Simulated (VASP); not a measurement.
**ReOs: electric field gradients with LDA**

The system is ReOs.

```xyz
2
Lattice="2.7573 0.0000 0.0000 -1.3787 2.3879 0.0000 0.0000 0.0000 4.3824" Properties=species:S:1:pos:R:3 pbc="T T T"
Re    1.1719    0.6766    1.8625
Os    0.2068    0.1194    0.3287
```

This cell differs from its parent crystal: shortest bond scaled by 0.7.

* Program: VASP 6.6.1
* Task: electric field gradients
* Functional: LDA
* Potentials or basis: VASP PAW LDA potentials, release 64 (Re_sv_GW, Os_sv_GW)
* Cutoff: 420 eV
* k mesh: 12 × 12 × 7
* Occupations: fermi-dirac, width 0.05 eV
* Spin: no spin polarisation
* Dipole correction: no
* Further INCAR settings: ALGO = Normal; EDIFF = 1e-08; NBANDS = 22

```
Pressure                                : 126.6 GPa
Largest force                           : 28.060 eV/Å
Band gap on the k mesh                  : zero (an odd number of electrons rules out a gap without spin polarisation)
Largest electric field gradient by atom : Re +340.2; Os +344.7 V/Å²
```

Forces in eV/Å, atoms in the order of the input:
```
Re   10.510   6.068  25.300
Os  -10.510  -6.068 -25.300
```

Stress tensor (GPa, compression positive):
```
123.39  53.97  87.28
 53.97  61.07  50.39
 87.28  50.39 195.45
```

Levels at points of the mesh, in eV from the Fermi level:
| k point | band 13 | band 14 | band 15 | band 16 | band 17 | band 18 | band 19 | band 20 |
| --- | --- | --- | --- | --- | --- | --- | --- | --- |
| (0.00, 0.00, 0.00) | -5.01 | -4.17 | -2.09 | -0.60 | 1.59 | 2.69 | 2.90 | 3.99 |
| (0.50, 0.00, 0.00) | -3.00 | -2.75 | -1.56 | -0.03 | 2.74 | 2.79 | 4.23 | 5.61 |
| (0.00, 0.50, 0.00) | -2.21 | -1.96 | 0.21 | 0.77 | 2.23 | 2.64 | 5.16 | 6.86 |

Electric field gradients, principal values (V/Å²):
```
atom     least    middle  greatest (by size)
1 Re  -101.517  -238.676             340.193
2 Os   -87.747  -256.946             344.692
```

It took 120 s on 1 thread of Intel(R) Xeon(R) Platinum 8259CL CPU @ 2.50GHz (Skylake/Cascade Lake), on a shared host, peak memory 0.25 GiB.

Caveat: the cell differs from its parent crystal (shortest bond scaled by 0.7); atoms lie so close that the PAW spheres overlap strongly, which falsifies energies and pressures; the stress differs along the axes, from 61 to 195 GPa; without QUAD_EFG the Cq values of the log hold for a quadrupole moment of 1 mb, not for the nuclei; spin-orbit coupling is left out, which moves the levels of the heavy elements; forces of over 1 eV/Å act on the atoms, so gaps and moduli don't describe the material at rest.
